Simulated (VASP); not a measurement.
# Cl in VASP: a series of runs, part 2 of 2

VASP 6.6.1. Earlier steps stand in the parts before.

**4. Relaxation of shape and atoms at fixed volume, PBE (38.58 Å³/atom)**

The input, INCAR:

```
  PREC = Accurate
  ENCUT = 600
  EDIFF = 1E-7
  ISMEAR = 0
  SIGMA = 0.02
  LREAL = F
  LASPH = T
  NELM = 100
  ALGO = Normal
  ISIF = 4
  LWAVE = F
  LCHARG = F
  GGA = PE
  IBRION = 2
  NSW = 50
  EDIFFG = -0.01
```

The input, KPOINTS:

```
regular mesh
0
Gamma
  8 8 6
```

The input, POSCAR:

```
Cl
1.0
    2.0763399437     -4.5306150576      0.0000000000
    2.0763399437      4.5306150576      0.0000000000
    0.0000000000      0.0000000000      4.1013209133
Cl
2
Direct
    0.6099464541      0.3900535459      0.0000000000
    0.3900535459      0.6099464541      0.0000000000
```

Potentials or basis: VASP PAW PBE potentials, release 64 (Cl).

Launch:

```sh
cat potpaw_PBE.64/Cl/POTCAR > POTCAR
mpirun -np 1 vasp_std > vasp.out
```

OUTCAR:

```text
PREC = Accurate
   ENCUT = 600
   EDIFF = 1E-7
   ISMEAR = 0
   LREAL = F
   LASPH = T
   NELM = 100
   ISIF = 4
   GGA = PE
   IBRION = 2
   NSW = 50
   EDIFFG = -0.01

 ion  position               nearest neighbor table
   1  0.610  0.390  0.000-   2 1.99
   2  0.390  0.610  0.000-   1 1.99

  LATTYP: Found a base centered orthorhombic cell.
 ALAT       =     4.1526798874
 B/A-ratio  =     2.1820198910
 C/A-ratio  =     0.9876323301

  Lattice vectors:

 A1 = (   2.0763399437,  -4.5306150576,   0.0000000000)
 A2 = (   2.0763399437,   4.5306150576,   0.0000000000)
 A3 = (   0.0000000000,   0.0000000000,   4.1013209133)

Analysis of symmetry for initial positions (statically):
=====================================================================
 Subroutine PRICEL returns:
 Original cell was already a primitive cell.

 Routine SETGRP: Setting up the symmetry group for a
 base centered orthorhombic supercell.

 Subroutine GETGRP returns: Found  8 space group operations
 (whereof  8 operations were pure point group operations)
 out of a pool of  8 trial point group operations.

The static configuration has the point symmetry D_2h.

Analysis of symmetry for dynamics (positions and initial velocities):
[... 375 lines left out ...]

 number of electron      14.0000001 magnetization

 Free energy of the ion-electron system (eV)
  ---------------------------------------------------
  ext. energy  EPLUGINS =         0.00000000
  ---------------------------------------------------
  free energy    TOTEN  =        -3.65768320 eV

  energy without entropy =       -3.65768320  energy(sigma->0) =       -3.65768320

 E-fermi :  -1.7983     XC(G=0):  -6.4431

 val. band max:       -1.9104061630   @ k =   0.5000   0.5000   0.5000
 cond. band min:      -0.2319498314   @ k =   0.5000   0.5000   0.0000
 fundamental gap:      1.6784563315
 Fermi energy:        -1.7982934777

 k-point     1 :       0.0000    0.0000    0.0000
  band No.  band energies     occupation
      1     -18.8066      2.00000
      2     -14.3294      2.00000
      3      -7.8086      2.00000
      4      -4.9547      2.00000
      5      -4.7292      2.00000
      6      -2.8287      2.00000
      7      -2.0657      2.00000
      8       1.2172      0.00000
      9       3.7177      0.00000
     10       7.1992      0.00000
     11       8.9704      0.00000
[... 309 lines left out ...]
 k-point    24 :       0.2500   -0.0000    0.1667
  band No.  band energies     occupation
      1     -18.7395      2.00000
      2     -14.4369      2.00000
      3      -7.5317      2.00000
      4      -5.1116      2.00000
      5      -5.0467      2.00000
      6      -2.8338      2.00000
      7      -2.2764      2.00000
      8       0.9631      0.00000
      9       5.0013      0.00000
     10       7.8900      0.00000
     11       8.0897      0.00000

 [... further k-points ...]

------------------------ aborting loop because EDIFF is reached ----------------------------------------

  FORCE on cell =-STRESS in cart. coord.  units (eV):
  Direction    XX          YY          ZZ          XY          YZ          ZX
  --------------------------------------------------------------------------------------
  -------------------------------------------------------------------------------------
  Total        0.1149907      0.1319838      0.1079372     -0.0000000      0.0000000      0.0000000
  in kB        2.3876138      2.7404504      2.2411573     -0.0000000      0.0000000      0.0000000
  external PRESSURE =       2.4564072 kB  Pullay stress =       0.0000000 kB
[... 17 lines left out ...]
  FREE ENERGIE OF THE ION-ELECTRON SYSTEM (eV)
  ---------------------------------------------------
  free  energy   TOTEN  =        -3.6576832045 eV

  energy  without entropy=       -3.6576832045  energy(sigma->0) =       -3.65768320

 reached required accuracy - stopping structural energy minimisation
```

It took 4.2 min on 1 thread of Intel Xeon Platinum 8124M at 3.00GHz (Skylake/Cascade Lake), shared host; peak memory 0.26 GiB.

Results:

* Free energy: -3.6577 eV
* Energy gained by relaxing: 0.9 meV/atom
* Ionic steps: 7
* Pressure after relaxing: 0.2 GPa
* Band gap on the k mesh: 1.68 eV (least direct gap 1.72 eV)

The path:
| step | energy change (eV) | largest force (eV/Å) | pressure (GPa) | volume (Å³) |
| --- | --- | --- | --- | --- |
| 1 | 0.0000 | 0.2040 | 0.59 | 77.16 |
| 2 | 0.0032 | 0.3915 | -0.32 | 77.16 |
| 3 | -0.0015 | 0.0192 | 0.25 | 77.16 |
| 4 | -0.0015 | 0.0154 | 0.26 | 77.16 |
| 5 | -0.0015 | 0.0139 | 0.26 | 77.16 |
| 6 | -0.0017 | 0.0104 | 0.25 | 77.16 |
| 7 | -0.0018 | 0.0012 | 0.25 | 77.16 |

Final structure:
```
Cl
1.0
     2.07199   -4.57202    0.00000
     2.07199    4.57202    0.00000
     0.00000    0.00000    4.07271
Cl
2
Direct
  0.60958 0.39042 0.00000
  0.39042 0.60958 0.00000
```

Caveat: this functional lacks dispersion, which holds the molecules together, so the pressure and a relaxed volume are unreliable; this functional lacks dispersion, which binds layers or chains, so the pressure and a relaxed spacing across them are unreliable. A k mesh can miss the band edges.

**5. Relaxation of shape and atoms at fixed volume, PBE (39.90 Å³/atom)**

The input, INCAR:

```
ALGO = Normal ; EDIFF = 1E-6
EDIFFG = -0.01 ; ENCUT = 600
GGA = PE ; IBRION = 2
ISIF = 4 ; ISMEAR = 0
LASPH = T ; LCHARG = F
LREAL = F ; LWAVE = F
NELM = 80 ; NSW = 50
PREC = Accurate ; SIGMA = 0.02
```

The input, KPOINTS:

```
k-points
0
Gamma
  8 8 6
```

The input, POSCAR:

```
Cl
1.0
    2.1121200057     -4.5212900588      0.0000000000
    2.1121200057      4.5212900588      0.0000000000
    0.0000000000      0.0000000000      4.1778912944
Cl
2
Direct
    0.6102135675      0.3897864325      0.0000000000
    0.3897864325      0.6102135675      0.0000000000
```

Potentials or basis: VASP PAW PBE potentials, release 64 (Cl).

Launch:

```sh
cat potpaw_PBE.64/Cl/POTCAR > POTCAR
mpirun -np 1 vasp_std > vasp.out
```

OUTCAR:

```text
EDIFF = 1E-6
   EDIFFG = -0.01
   ENCUT = 600
   GGA = PE
   IBRION = 2
   ISIF = 4
   ISMEAR = 0
   LASPH = T
   LREAL = F
   NELM = 80
   NSW = 50
   PREC = Accurate

 ion  position               nearest neighbor table
   1  0.610  0.390  0.000-   2 1.99
   2  0.390  0.610  0.000-   1 1.99

  LATTYP: Found a base centered orthorhombic cell.
 ALAT       =     4.2242400114
 B/A-ratio  =     2.1406407054
 C/A-ratio  =     0.9890279158

  Lattice vectors:

 A1 = (   2.1121200057,  -4.5212900588,   0.0000000000)
 A2 = (   2.1121200057,   4.5212900588,   0.0000000000)
 A3 = (   0.0000000000,   0.0000000000,   4.1778912944)

Analysis of symmetry for initial positions (statically):
=====================================================================
 Subroutine PRICEL returns:
 Original cell was already a primitive cell.

 Routine SETGRP: Setting up the symmetry group for a
 base centered orthorhombic supercell.

 Subroutine GETGRP returns: Found  8 space group operations
 (whereof  8 operations were pure point group operations)
 out of a pool of  8 trial point group operations.

The static configuration has the point symmetry D_2h.

Analysis of symmetry for dynamics (positions and initial velocities):
=====================================================================
[... 410 lines left out ...]

 number of electron      14.0000000 magnetization

 Free energy of the ion-electron system (eV)
  ---------------------------------------------------
  ext. energy  EPLUGINS =         0.00000000
  ---------------------------------------------------
  free energy    TOTEN  =        -3.66099086 eV

  energy without entropy =       -3.66099086  energy(sigma->0) =       -3.66099086

 E-fermi :  -2.0008     XC(G=0):  -6.3166

 val. band max:       -2.1125795161   @ k =   0.5000   0.5000   0.5000
 cond. band min:      -0.3626515768   @ k =   0.5000   0.5000   0.0000
 fundamental gap:      1.7499279393
 Fermi energy:        -2.0008166451

 k-point     1 :       0.0000    0.0000    0.0000
  band No.  band energies     occupation
      1     -18.9597      2.00000
      2     -14.5051      2.00000
      3      -7.9253      2.00000
      4      -5.1372      2.00000
      5      -4.9246      2.00000
      6      -2.9811      2.00000
      7      -2.2620      2.00000
      8       1.0273      0.00000
      9       3.5166      0.00000
     10       7.0069      0.00000
     11       8.7487      0.00000
[... 309 lines left out ...]
 k-point    24 :       0.2500    0.0000    0.1667
  band No.  band energies     occupation
      1     -18.9001      2.00000
      2     -14.6044      2.00000
      3      -7.6660      2.00000
      4      -5.2759      2.00000
      5      -5.2189      2.00000
      6      -2.9779      2.00000
      7      -2.4563      2.00000
      8       0.7760      0.00000
      9       4.7588      0.00000
     10       7.6805      0.00000
     11       7.8446      0.00000

 [... further k-points ...]

------------------------ aborting loop because EDIFF is reached ----------------------------------------

  FORCE on cell =-STRESS in cart. coord.  units (eV):
  Direction    XX          YY          ZZ          XY          YZ          ZX
  --------------------------------------------------------------------------------------
  -------------------------------------------------------------------------------------
  Total        0.0772967      0.0728343      0.0795449      0.0000000      0.0000000      0.0000000
  in kB        1.5520412      1.4624407      1.5971833      0.0000000      0.0000000      0.0000000
  external PRESSURE =       1.5372217 kB  Pullay stress =       0.0000000 kB
[... 17 lines left out ...]
  FREE ENERGIE OF THE ION-ELECTRON SYSTEM (eV)
  ---------------------------------------------------
  free  energy   TOTEN  =        -3.6609908640 eV

  energy  without entropy=       -3.6609908640  energy(sigma->0) =       -3.66099086

 reached required accuracy - stopping structural energy minimisation
```

It took 4.4 min on 1 thread of Intel Xeon Platinum 8124M at 3.00GHz (Skylake/Cascade Lake), shared host; peak memory 0.26 GiB.

What came out:

| Item | Value |
| --- | --- |
| Free energy | -3.6610 eV |
| Energy gained by relaxing | 1.1 meV/atom |
| Ionic steps | 8 |
| Pressure after relaxing | 0.2 GPa |
| Band gap on the k mesh | 1.75 eV (least direct gap 1.79 eV) |

The path:
```tsv
step	energy change (eV)	largest force (eV/Å)	pressure (GPa)	volume (Å³)
1	0.0000	0.1861	0.49	79.79
2	0.0029	0.3822	-0.34	79.79
3	-0.0013	0.0288	0.17	79.79
4	-0.0015	0.0267	0.18	79.79
5	-0.0018	0.0217	0.17	79.79
6	-0.0021	0.0110	0.15	79.79
7	-0.0019	0.0136	0.14	79.79
8	-0.0022	0.0010	0.15	79.79
```

Final structure:
```cif
data_structure
_symmetry_space_group_name_H-M 'P 1'
_symmetry_Int_Tables_number 1
_cell_length_a 5.0558
_cell_length_b 5.0558
_cell_length_c 4.1303
_cell_angle_alpha 90.000
_cell_angle_beta 90.000
_cell_angle_gamma 130.904
_cell_volume 79.79
loop_
_atom_site_label
_atom_site_type_symbol
_atom_site_fract_x
_atom_site_fract_y
_atom_site_fract_z
_atom_site_occupancy
Cl1 Cl 0.60891 0.39109 0.00000 1
Cl2 Cl 0.39109 0.60891 0.00000 1
```

Caveat: this functional lacks dispersion, which holds the molecules together, so the pressure and a relaxed volume are unreliable; this functional lacks dispersion, which binds layers or chains, so the pressure and a relaxed spacing across them are unreliable. A k mesh can miss the band edges.

**6. Overview**

```tsv
task	cell	k mesh	cutoff (eV)	smearing	gap on the mesh (eV)	pressure (GPa)	relaxed volume (Å³/atom)	largest force (eV/Å)
relaxation of cell and atoms	relaxed from a = 4.492, b = 4.492, c = 5.370 Å, angles 90.0, 90.0, 101.2°, 4 atoms, atomic positions A	4 × 4 × 4	600	gaussian 0.1 eV	2.54	-0.1	55.95	0.01
single point	a = 5.112, b = 8.032, c = 8.667 Å, angles 90.0, 90.0, 99.7°, 8 atoms, atomic positions B	4 × 2 × 2	520	gaussian 0.1 eV	1.85	-0.2	-	0.19
relaxation of shape and atoms at fixed volume	relaxed from a = 4.984, b = 4.984, c = 4.101 Å, angles 90.0, 90.0, 130.8°, 2 atoms, atomic positions C	8 × 8 × 6	600	gaussian 0.02 eV	1.68	0.2	38.58	-
relaxation of shape and atoms at fixed volume	relaxed from a = 4.990, b = 4.990, c = 4.178 Å, angles 90.0, 90.0, 129.9°, 2 atoms, atomic positions D	8 × 8 × 6	600	gaussian 0.02 eV	1.75	0.2	39.90	-
```

Alike in all rows: level PBE; potentials or basis VASP PAW PBE potentials, release 64 (Cl); no spin polarisation.

Caveats: this functional lacks dispersion, which holds the molecules together, so the pressure and a relaxed volume are unreliable; this functional lacks dispersion, which binds layers or chains, so the pressure and a relaxed spacing across them are unreliable; the volume moved by over 15 % at a fixed basis, so the end points are rough (at least some runs).

Total energies depend on the potentials used, so only differences within one code and one set of settings carry meaning.
